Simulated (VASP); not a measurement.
# Bi2Te3 in VASP: further runs, part 3 of 4

VASP 6.6.1. Earlier steps stand in the parts before.

### 4 Electric field gradients, PBE (zz strain of +1 %)

INCAR

```
PREC = Accurate
ENCUT = 520
EDIFF = 1E-8
ISMEAR = -1
SIGMA = 0.08
LREAL = False
LASPH = True
NELM = 60
ALGO = Normal
ISIF = 2
LWAVE = False
LCHARG = False
GGA = PE
LEFG = True
NBANDS = 32
```

KPOINTS

```
regular mesh
0
Gamma
  7 7 7
```

POSCAR

```
Bi2Te3
1.0
    2.1930005584      1.2661294627     10.2673267000
   -2.1930005584      1.2661294627     10.2673267000
    0.0000000000     -2.5322589254     10.2673267000
Bi Te
2 3
Direct
    0.4000000000      0.4000000000      0.4000000000
    0.6000000000      0.6000000000      0.6000000000
    0.0000000000      0.0000000000      0.0000000000
    0.2095000000      0.2095000000      0.2095000000
    0.7905000000      0.7905000000      0.7905000000
```

Potentials or basis: VASP PAW PBE potentials, release 64 (Bi_d, Te).

Launch:

```console
> cat potpaw_PBE.64/Bi_d/POTCAR potpaw_PBE.64/Te/POTCAR > POTCAR
> mpirun -np 1 vasp_std > vasp.out
```

OUTCAR:

```text
PREC = Accurate
   ENCUT = 520
   EDIFF = 1E-8
   ISMEAR = -1
   LREAL = False
   LASPH = True
   NELM = 60
   ISIF = 2
   GGA = PE

 ion  position               nearest neighbor table
   1  0.400  0.400  0.400-   5 3.08   5 3.08   5 3.08   3 3.26   3 3.26   3 3.26
   2  0.600  0.600  0.600-   4 3.08   4 3.08   4 3.08   3 3.26   3 3.26   3 3.26
   3  0.000  0.000  0.000-   2 3.26   1 3.26   2 3.26   2 3.26   1 3.26   1 3.26
   4  0.209  0.209  0.209-   2 3.08   2 3.08   2 3.08   5 3.66   5 3.66   5 3.66
   5  0.791  0.791  0.791-   1 3.08   1 3.08   1 3.08   4 3.66   4 3.66   4 3.66

  LATTYP: Found a trigonal (rhomboedric) cell.
 ALAT       =    10.5749861858
 COS(alpha) =     0.9139902149

  Lattice vectors:

 A1 = (   2.1930005584,   1.2661294627,  10.2673267000)
 A2 = (  -2.1930005584,   1.2661294627,  10.2673267000)
 A3 = (   0.0000000000,  -2.5322589254,  10.2673267000)

Analysis of symmetry for initial positions (statically):
=====================================================================
 Subroutine PRICEL returns:
 Original cell was already a primitive cell.

 Routine SETGRP: Setting up the symmetry group for a
 trigonal (rhombohedral) supercell.

 Subroutine GETGRP returns: Found 12 space group operations
 (whereof 12 operations were pure point group operations)
 out of a pool of 12 trial point group operations.

The static configuration has the point symmetry D_3d.

Analysis of symmetry for dynamics (positions and initial velocities):
=====================================================================
 Subroutine PRICEL returns:
 Original cell was already a primitive cell.

 Routine SETGRP: Setting up the symmetry group for a
 trigonal (rhombohedral) supercell.

 Subroutine GETGRP returns: Found 12 space group operations
 (whereof 12 operations were pure point group operations)
 out of a pool of 12 trial point group operations.

The dynamic configuration has the point symmetry D_3d.

 Subroutine INISYM returns: Found 12 space group operations
 (whereof 12 operations are pure point group operations),
 and found     1 'primitive' translations

----------------------------------------------------------------------------------------

                                     Primitive cell

  volume of cell :     171.0509

  direct lattice vectors                    reciprocal lattice vectors
     2.193000558  1.266129463 10.267326700     0.227998118  0.131634775  0.032465445
    -2.193000558  1.266129463 10.267326700    -0.227998118  0.131634775  0.032465445
     0.000000000 -2.532258925 10.267326700     0.000000000 -0.263269550  0.032465445

  length of vectors
    10.574986186 10.574986186 10.574986186     0.265263757  0.265263757  0.265263757

  position of ions in fractional coordinates (direct lattice)
     0.400000000  0.400000000  0.400000000
     0.600000000  0.600000000  0.600000000
     0.000000000  0.000000000  0.000000000
     0.209500000  0.209500000  0.209500000
     0.790500000  0.790500000  0.790500000

  ion indices of the primitive-cell ions
   primitive index   ion index
                 1           1
                 2           2
                 3           3
[... 95 lines left out ...]
  volume/ion in A,a.u.               =      34.21       230.86
  Fermi-wavevector in a.u.,A,eV,Ry     =   1.071799  2.025407 15.629740  1.148753
  Thomas-Fermi vector in A             =   2.207550
   LORBIT       =      0    0 simple, 1 ext, 2 COOP (PROOUT), +10 PAW based schemes
   GGA     = PE    functional components
   LHFCALC =     F    Hartree Fock is set to
   AEXX    =    0.0000 exact exchange contribution
   IVDW    =     0    specifies the selected vdW correction
   LEPSILON=     F    determine dielectric tensor
   LRPA    =     F    only Hartree local field effects (RPA)
 non-spin polarized calculation
  energy-cutoff  :      520.00
  volume of cell :      171.05
 maximum number of plane-waves:      4623
   NGX = 39   NGY = 39   NGZ = 39

 number of electron      47.9999997 magnetization

 Free energy of the ion-electron system (eV)
  ---------------------------------------------------
  ext. energy  EPLUGINS =         0.00000000
  ---------------------------------------------------
  free energy    TOTEN  =       -18.35065150 eV

  energy without entropy =      -18.34935449  energy(sigma->0) =      -18.35000299

 E-fermi :   6.2682     XC(G=0):  -9.2854

 val. band max:        6.1078794092   @ k =   0.0000   0.0000   0.0000
 cond. band min:       6.4239989950   @ k =   0.0000   0.0000   0.0000
 fundamental gap:      0.3161195858
 Fermi energy:         6.2681648873

 k-point     1 :       0.0000    0.0000    0.0000
  band No.  band energies     occupation
      1     -17.1125      2.00000
      2     -17.1125      2.00000
      3     -17.1113      2.00000
      4     -17.1113      2.00000
      5     -17.1047      2.00000
      6     -17.1034      2.00000
[... 829 lines left out ...]
     31      10.5686      0.00000
     32      10.6183      0.00000

 [... further k-points ...]

------------------------ aborting loop because EDIFF is reached ----------------------------------------

  FORCE on cell =-STRESS in cart. coord.  units (eV):
  Direction    XX          YY          ZZ          XY          YZ          ZX
  --------------------------------------------------------------------------------------
  -------------------------------------------------------------------------------------
  Total        1.6072119      1.6072119      1.0189147      0.0000000      0.0000000      0.0000000
  in kB       15.0542195     15.0542195      9.5438350      0.0000000      0.0000000      0.0000000
  external PRESSURE =      13.2174246 kB  Pullay stress =       0.0000000 kB

 VOLUME and BASIS-vectors are now :
 -----------------------------------------------------------------------------
  energy-cutoff  :      520.00
  volume of cell :      171.05
      direct lattice vectors                 reciprocal lattice vectors
     2.193000558  1.266129463 10.267326700     0.227998118  0.131634775  0.032465445
    -2.193000558  1.266129463 10.267326700    -0.227998118  0.131634775  0.032465445
     0.000000000 -2.532258925 10.267326700     0.000000000 -0.263269550  0.032465445

 POSITION                                       TOTAL-FORCE (eV/Angst)
 -----------------------------------------------------------------------------------
      0.00000      0.00000     12.32079         0.000000     -0.000000      0.052589
      0.00000      0.00000     18.48119         0.000000     -0.000000     -0.052589
      0.00000      0.00000      0.00000         0.000000      0.000000      0.000000
      0.00000      0.00000      6.45301         0.000000      0.000000      0.115051
      0.00000      0.00000     24.34897         0.000000     -0.000000     -0.115051
 -----------------------------------------------------------------------------------
    total drift:                               -0.000000     -0.000000     -0.000000

  FREE ENERGIE OF THE ION-ELECTRON SYSTEM (eV)
  ---------------------------------------------------
  free  energy   TOTEN  =       -18.3506514972 eV

  energy  without entropy=      -18.3493544853  energy(sigma->0) =      -18.35000299

 Electric field gradients (V/A^2)
---------------------------------------------------------------------
 ion       V_xx      V_yy      V_zz      V_xy      V_xz      V_yz
---------------------------------------------------------------------
   1     -15.869   -15.869    31.737     0.000     0.000     0.000
   2     -15.869   -15.869    31.737     0.000    -0.000     0.000
   3     -51.490   -51.490   102.980     0.000    -0.000     0.000
   4      -8.063    -8.063    16.126    -0.000    -0.000     0.000
   5      -8.063    -8.063    16.126    -0.000    -0.000     0.000
---------------------------------------------------------------------

 Electric field gradients after diagonalization (V/A^2)
 (convention: |V_zz| > |V_xx| > |V_yy|)
----------------------------------------------------------------------
 ion       V_xx      V_yy      V_zz     asymmetry (V_yy - V_xx)/ V_zz
----------------------------------------------------------------------
   1     -15.869   -15.869    31.737       0.000
   2     -15.869   -15.869    31.737       0.000
   3     -51.490   -51.490   102.980       0.000
   4      -8.063    -8.063    16.126       0.000
   5      -8.063    -8.063    16.126       0.000
----------------------------------------------------------------------

           NMR quadrupolar parameters

 Cq : quadrupolar parameter    Cq=e*Q*V_zz/h
 eta: asymmetry parameters     (V_yy - V_xx)/ V_zz
 Q  : nuclear electric quadrupole moment in mb (millibarn)
----------------------------------------------------------------------
 ion       Cq(MHz)       eta       Q (mb)
----------------------------------------------------------------------
   1       0.077       0.000       1.000
   2       0.077       0.000       1.000
   3       0.249       0.000       1.000
   4       0.039       0.000       1.000
   5       0.039       0.000       1.000
----------------------------------------------------------------------
```

stdout:

```text
POSCAR found type information on POSCAR BiTe
 POSCAR found :  2 types and       5 ions
 scaLAPACK will be used
 LDA part: xc-table for (Slater+PW92), standard interpolation
 POSCAR, INCAR and KPOINTS ok, starting setup
 FFT: planning ... GRIDC
 FFT: planning ... GRID_SOFT
 FFT: planning ... GRID
 WAVECAR not read
 entering main loop
ion   1

ion   2

ion   3

ion   4

ion   5
```

Run time: 22 min. Hardware: 1 thread of Intel Xeon Platinum 8259CL at 2.50GHz (Skylake/Cascade Lake), shared host; peak memory 1 GiB.

What came out:

| Quantity | Value |
| --- | --- |
| Free energy | -18.3507 eV |
| Pressure | 1.3 GPa |
| Largest force | 0.115 eV/Å |
| Band gap on the k mesh | 0.32 eV |
| Largest electric field gradient by atom | Bi +31.7; Te +103.0, +16.1 (each value once) V/Å² |

Forces in eV/Å, atoms in the order of the input:
```
Bi   0.000  0.000  0.053
Bi   0.000  0.000 -0.053
Te   0.000  0.000  0.000
Te   0.000  0.000  0.115
Te   0.000  0.000 -0.115
```

Stress tensor (GPa, compression positive):
```
1.51 0.00 0.00
0.00 1.51 0.00
0.00 0.00 0.95
```

Electric field gradients, principal values (V/Å²):
```tsv
atom	least	middle	greatest (by size)
1 Bi	-15.869	-15.869	31.737
2 Bi	-15.869	-15.869	31.737
3 Te	-51.490	-51.490	102.980
4 Te	-8.063	-8.063	16.126
5 Te	-8.063	-8.063	16.126
```

Caveat: the cell differs from its parent crystal (zz strain of +1 %); without QUAD_EFG the Cq values of the log hold for a quadrupole moment of 1 mb, not for the nuclei; spin-orbit coupling is left out, which moves the levels of the heavy elements. A k mesh can miss the band edges.

(Continued in part 4 of 4.)
